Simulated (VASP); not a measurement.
# Si (a cell with a defect) in VASP: single point with PBE

Aim: the single point of Si (a cell with a defect) with PBE.

All numbers are computed with VASP 6.6.1; they aren't measurements. Logs are shortened: lines on timing, memory, paths and dates and some standing lists are left out, and cuts for length are marked.

## 1. The cell of the first run

The cell holds a defect, 31 atoms: a = 9.474 Å, b = 9.474 Å, c = 9.474 Å, α = 109.47°, β = 109.47°, γ = 109.47°.

## 2. Single point, PBE

The input, INCAR:

```
ALGO = Normal ; EDIFF = 1E-7
ENCUT = 520 ; GGA = PE
ISIF = 2 ; ISMEAR = 0
LASPH = True ; LCHARG = True
LELF = True ; LREAL = Auto
LVHAR = True ; LWAVE = False
NBANDS = 83 ; NELECT = 122.0
NELM = 60 ; PREC = Accurate
SIGMA = 0.02
```

The input, KPOINTS:

```
Automatic mesh
0
Gamma
  2 2 2
  0.5 0.5 0.5
```

The input, POSCAR:

```
Si
1.0
    5.4700937548      5.4700937548      5.4700937548
    5.4700937548     -5.4700937548     -5.4700937548
   -5.4700937548      5.4700937548     -5.4700937548
Si
31
Direct
    0.6249997995      0.7499999422      0.2500000112
   -0.0037920739      0.7500000336      0.0069698074
    0.7494196962      0.5021528192      0.5012552111
    0.2504369324      0.7500000336      0.7463093291
   -0.0037920739      0.5069698298      0.2500000112
    0.5112496468      0.7500000336      0.4937986662
    0.2674509918      0.5062012872      0.0062012648
    0.7541275680      0.2536907158      0.7536906468
   -0.0027331341      0.2491024032      0.4978472257
    0.4981644963      0.4987448337      0.7508976416
    0.7494196962      0.0012551887      0.0021527967
    0.2504369324      0.2463093066      0.2500000112
    0.4981644963      0.2508976192     -0.0012551887
   -0.0027331341     -0.0021527967      0.7491024256
    0.2392381298     -0.0069698074      0.4930302150
    0.5112496468     -0.0062013562      0.2500000112
    0.7387504093      0.7500000336      0.0062014476
    0.5005803598      0.4987447423      0.4978472257
   -0.0004370126      0.7500000336      0.7536907382
    0.7387503178      0.5062013786      0.2500000112
    0.2537921766      0.7500000336      0.4930302150
    0.0107619728      0.5069697384      0.0069697160
    0.4958722138      0.2463093066      0.7463092376
    0.7518356512      0.2491024032      0.5012552111
    0.2527331453      0.5021527277      0.7508974588
    0.5005803598     -0.0021527967     -0.0012552801
   -0.0004370126      0.2536907158      0.2500000112
    0.2527331453      0.2508975278      0.0021527967
    0.7518356512      0.0012551887      0.7491024256
   -0.0174510720     -0.0062014476      0.4937985748
    0.2537921766     -0.0069697160      0.2499999198
```

Potentials or basis: VASP PAW PBE potentials, release 64 (Si).

Launch:

```bash
> cat potpaw_PBE.64/Si/POTCAR > POTCAR
> mpirun -np 1 vasp_std > vasp.out
```

OUTCAR:

```text
EDIFF = 1E-7
   ENCUT = 520
   GGA = PE
   ISIF = 2
   ISMEAR = 0
   LASPH = True
   LREAL = Auto
   NELECT = 122.0
   NELM = 60
   PREC = Accurate

 ion  position               nearest neighbor table
   1  0.625  0.750  0.250-   6 2.86   7 2.86  16 2.86  20 2.86  30 2.86  17 2.86
   2  0.996  0.750  0.007-  31 2.35  22 2.35  19 2.41  17 2.44
   3  0.749  0.502  0.501-  18 2.34  20 2.36  19 2.37  24 2.41
   4  0.250  0.750  0.746-  26 2.37  25 2.37  19 2.40  21 2.41
   5  0.996  0.507  0.250-  21 2.35  22 2.35  27 2.41  20 2.44
   6  0.511  0.750  0.494-  29 2.36  18 2.36  21 2.44   1 2.86
   7  0.267  0.506  0.006-  28 2.36  25 2.36  22 2.44   1 2.86
[... 22 lines left out ...]
  30  0.983  0.994  0.494-   9 2.36  14 2.36  15 2.44   1 2.86
  31  0.254  0.993  0.250-   2 2.35  15 2.35  12 2.41  16 2.44

  LATTYP: Found a body centered cubic cell.
 ALAT       =    10.9401875096

  Lattice vectors:

 A1 = (   5.4700937548,   5.4700937548,   5.4700937548)
 A2 = (   5.4700937548,  -5.4700937548,  -5.4700937548)
 A3 = (  -5.4700937548,   5.4700937548,  -5.4700937548)

Analysis of symmetry for initial positions (statically):
=====================================================================
 Subroutine PRICEL returns:
 Original cell was already a primitive cell.

 Routine SETGRP: Setting up the symmetry group for a
 body centered cubic supercell.

 Subroutine GETGRP returns: Found 12 space group operations
 (whereof  1 operations were pure point group operations)
 out of a pool of 48 trial point group operations.

The static configuration has the point symmetry C_1 .
 The point group associated with its full space group is D_3d.

Analysis of symmetry for dynamics (positions and initial velocities):
=====================================================================
 Subroutine PRICEL returns:
 Original cell was already a primitive cell.

 Routine SETGRP: Setting up the symmetry group for a
 body centered cubic supercell.

 Subroutine GETGRP returns: Found 12 space group operations
 (whereof  1 operations were pure point group operations)
 out of a pool of 48 trial point group operations.

The dynamic configuration has the point symmetry C_1 .
 The point group associated with its full space group is D_3d.

 Subroutine INISYM returns: Found 12 space group operations
 (whereof  1 operations are pure point group operations),
 and found     1 'primitive' translations

----------------------------------------------------------------------------------------

                                     Primitive cell

  volume of cell :     654.7030

  direct lattice vectors                    reciprocal lattice vectors
     5.470093755  5.470093755  5.470093755     0.091406112  0.091406112  0.000000000
     5.470093755 -5.470093755 -5.470093755     0.091406112  0.000000000 -0.091406112
    -5.470093755  5.470093755 -5.470093755     0.000000000  0.091406112 -0.091406112

  length of vectors
     9.474480305  9.474480305  9.474480305     0.129267763  0.129267763  0.129267763

  position of ions in fractional coordinates (direct lattice)
     0.624999800  0.749999942  0.250000011
     0.996207926  0.750000034  0.006969807
     0.749419696  0.502152819  0.501255211
     0.250436932  0.750000034  0.746309329
     0.996207926  0.506969830  0.250000011
     0.511249647  0.750000034  0.493798666
[... 23 lines left out ...]
     0.982548928  0.993798552  0.493798575
     0.253792177  0.993030284  0.249999920

  ion indices of the primitive-cell ions
   primitive index   ion index
                 1           1
                 2           2
                 3           3
                 4           4
                 5           5
                 6           6
[... 23 lines left out ...]
                30          30
                31          31

----------------------------------------------------------------------------------------

 KPOINTS: Automatic mesh

Automatic generation of k-mesh.
 Grid dimensions read from file:
 generate k-points for:    2    2    2

 Generating k-lattice:

  Cartesian coordinates                     Fractional coordinates (reciprocal lattice)
     0.045703056  0.045703056  0.000000000     0.500000000  0.000000000  0.000000000
     0.045703056  0.000000000 -0.045703056     0.000000000  0.500000000  0.000000000
     0.000000000  0.045703056 -0.045703056     0.000000000  0.000000000  0.500000000

  Length of vectors
     0.064633881  0.064633881  0.064633881

  Shift w.r.t. Gamma in fractional coordinates (k-lattice)
     0.500000000  0.500000000  0.500000000

 Subroutine IBZKPT returns following result:
 ===========================================

 Found      2 irreducible k-points:

 Following reciprocal coordinates:
            Coordinates               Weight
  0.250000  0.250000  0.250000      2.000000
 -0.250000  0.250000  0.250000      6.000000
   k-points           NKPTS =      2   k-points in BZ     NKDIM =      2   number of bands    NBANDS=     83
   number of dos      NEDOS =    301   number of ions     NIONS =     31
   total plane-waves  NPLWV = 343000
   dimension x,y,z NGX =    70 NGY =   70 NGZ =   70
   dimension x,y,z NGXF=   140 NGYF=  140 NGZF=  140
   ions per type =              31
   NGX,Y,Z   is equivalent  to a cutoff of  12.28, 12.28, 12.28 a.u.
   NGXF,Y,Z  is equivalent  to a cutoff of  24.57, 24.57, 24.57 a.u.
 SYSTEM =  unknown system
   PREC   = accura    normal or accurate (medium, high low for compatibility)
   ISTART =      0    job   : 0-new  1-cont  2-samecut
   ICHARG =      2    charge: 1-file 2-atom 10-const
   ISPIN  =      1    spin polarized calculation?
   LNONCOLLINEAR =      F non collinear calculations
   LSORBIT =      F    spin-orbit coupling
   LASPH  =      T    aspherical Exc in radial PAW
   ENCUT  =  520.0 eV  38.22 Ry    6.18 a.u.  17.62 17.62 17.62*2*pi/ulx,y,z
   NELM   =     60;   NELMIN=  2; NELMDL= -5     # of ELM steps
   EDIFF  = 0.1E-06   stopping-criterion for ELM
   LREAL  =      T    real-space projection
   EDIFFG = 0.1E-05   stopping-criterion for IOM
   NSW    =      0    number of steps for IOM
   IBRION =     -1    ionic relax: 0-MD 1-quasi-New 2-CG
   NFREE  =      0    steps in history (QN), initial steepest desc. (CG)
   ISIF   =      2    stress and relaxation
   ISYM   =      2    0-nonsym 1-usesym 2-fastsym
   POTIM  = 0.5000    time-step for ionic-motion
   TEBEG  =    0.0;   TEEND  =   0.0 temperature during run
   PSTRESS=    0.0 pullay stress
   NELECT =     122.0000    total number of electrons
   NUPDOWN=      -1.0000    fix difference up-down
   EMIN   =  10.00;   EMAX   =-10.00  energy-range for DOS
   EFERMI =   0.00;   METHOD = LEGACY
   ISMEAR =     0;   SIGMA  =   0.02  broadening in eV -4-tet -1-fermi 0-gaus
   EFERMI_NEDOS =   21; number of points for ismear=-14 and -15
   IALGO  =     38    algorithm
   IMIX   =      4    mixing-type and parameters
     AMIX     =   0.40;   BMIX     =  1.00
     AMIX_MAG =   1.60;   BMIX_MAG =  1.00
  volume/ion in A,a.u.               =      21.12       142.52
  Fermi-wavevector in a.u.,A,eV,Ry     =   0.935075  1.767036 11.896474  0.874366
  Thomas-Fermi vector in A             =   2.061946
   LORBIT       =      0    0 simple, 1 ext, 2 COOP (PROOUT), +10 PAW based schemes
   GGA     = PE    functional components
   LHFCALC =     F    Hartree Fock is set to
   AEXX    =    0.0000 exact exchange contribution
   IVDW    =     0    specifies the selected vdW correction
   LEPSILON=     F    determine dielectric tensor
   LRPA    =     F    only Hartree local field effects (RPA)
 non-spin polarized calculation
 Gauss-broadening in eV      SIGMA  =   0.02
  energy-cutoff  :      520.00
  volume of cell :      654.70
 maximum number of plane-waves:     17628
 NGX is ok and might be reduce to    70
   NGX = 35   NGY = 35   NGZ = 35

 number of electron     122.0000001 magnetization

 Free energy of the ion-electron system (eV)
  ---------------------------------------------------
  ext. energy  EPLUGINS =         0.00000000
  ---------------------------------------------------
  free energy    TOTEN  =      -174.11220371 eV

  energy without entropy =     -174.11220371  energy(sigma->0) =     -174.11220371

 E-fermi :   4.9168     XC(G=0):  -9.1802

 val. band max:        4.7859704929   @ k =   0.2500   0.2500   0.2500
 cond. band min:       5.1006169031   @ k =  -0.2500   0.2500   0.2500
 fundamental gap:      0.3146464102
 Fermi energy:         4.9167957755

 k-point     1 :       0.2500    0.2500    0.2500
  band No.  band energies     occupation
      1      -5.5876      2.00000
      2      -5.5876      2.00000
      3      -5.5138      2.00000
      4      -5.3595      2.00000
      5      -3.8175      2.00000
      6      -3.8175      2.00000
[... 65 lines left out ...]
     72       7.0871      0.00000
     73       7.0871      0.00000

 k-point     2 :      -0.2500    0.2500    0.2500
  band No.  band energies     occupation
      1      -6.0301      2.00000
      2      -5.1148      2.00000
      3      -5.0211      2.00000
      4      -4.9878      2.00000
      5      -4.8982      2.00000
      6      -4.2828      2.00000
[... 65 lines left out ...]
     72       7.6807      0.00000
     73       7.6896      0.00000
 [bands above 73 left out]

------------------------ aborting loop because EDIFF is reached ----------------------------------------

  FORCE on cell =-STRESS in cart. coord.  units (eV):
  Direction    XX          YY          ZZ          XY          YZ          ZX
  --------------------------------------------------------------------------------------
  -------------------------------------------------------------------------------------
  Total      -29.0157455    -29.0157455    -29.0157455     -3.0540347     -3.0540347     -3.0540347
  in kB      -71.0068120    -71.0068120    -71.0068120     -7.4737790     -7.4737790     -7.4737790
  external PRESSURE =     -71.0068120 kB  Pullay stress =       0.0000000 kB

 VOLUME and BASIS-vectors are now :
 -----------------------------------------------------------------------------
  energy-cutoff  :      520.00
  volume of cell :      654.70
      direct lattice vectors                 reciprocal lattice vectors
     5.470093755  5.470093755  5.470093755     0.091406112  0.091406112  0.000000000
     5.470093755 -5.470093755 -5.470093755     0.091406112  0.000000000 -0.091406112
    -5.470093755  5.470093755 -5.470093755     0.000000000  0.091406112 -0.091406112

 POSITION                                       TOTAL-FORCE (eV/Angst)
 -----------------------------------------------------------------------------------
      6.15385      0.68376     -2.05129         0.000000      0.000000      0.000000
      9.51380      1.38491      1.30865         0.008497      0.000790      0.008497
      4.10431      4.09449     -1.38934        -0.003420      0.006672      0.008690
      1.39010      1.34973     -6.81504        -0.001393      0.000570     -0.001393
      6.85500      4.04370      1.30865         0.000790      0.008497      0.008497
      4.19803      1.39514     -4.00711        -0.007307      0.011781     -0.007307
[... 23 lines left out ...]
      8.10968      2.63959     -2.76266         0.007307      0.007307     -0.011781
      5.45271     -2.67618     -5.41122        -0.000790     -0.008497     -0.008497
 -----------------------------------------------------------------------------------
    total drift:                               -0.000106      0.000115      0.000191

  FREE ENERGIE OF THE ION-ELECTRON SYSTEM (eV)
  ---------------------------------------------------
  free  energy   TOTEN  =      -174.1122037141 eV

  energy  without entropy=     -174.1122037141  energy(sigma->0) =     -174.11220371
```

It took 6.7 min on 1 thread of AMD EPYC 7R13, shared host; peak memory 0.63 GiB.

What came out:

| Quantity | Value |
| --- | --- |
| Free energy | -174.1122 eV |
| Largest force | 0.016 eV/Å |

Forces in eV/Å, atoms in the order of the input:
```
Si   0.000  0.000  0.000
Si   0.008  0.001  0.008
Si  -0.003  0.007  0.009
Si  -0.001  0.001 -0.001
Si   0.001  0.008  0.008
Si  -0.007  0.012 -0.007
Si  -0.007 -0.007  0.012
Si  -0.001 -0.001  0.001
Si   0.007  0.009 -0.003
Si   0.009 -0.003  0.007
Si   0.007 -0.003  0.009
Si   0.001 -0.001 -0.001
Si  -0.003  0.009  0.007
Si   0.009  0.007 -0.003
Si   0.008  0.008  0.001
Si   0.012 -0.007 -0.007
Si   0.007 -0.012  0.007
Si  -0.007  0.003 -0.009
Si   0.001 -0.001  0.001
Si  -0.012  0.007  0.007
Si  -0.008 -0.001 -0.008
Si  -0.008 -0.008 -0.001
Si   0.001  0.001 -0.001
Si   0.003 -0.009 -0.007
Si  -0.009 -0.007  0.003
Si   0.003 -0.007 -0.009
Si  -0.001  0.001  0.001
Si  -0.007 -0.009  0.003
Si  -0.009  0.003 -0.007
Si   0.007  0.007 -0.012
Si  -0.001 -0.008 -0.008
```

Caveat: the cell carries a net charge on a neutralising background, which shifts energy and pressure; the cell is charged against a uniform background, so pressure and absolute levels hang on convention.
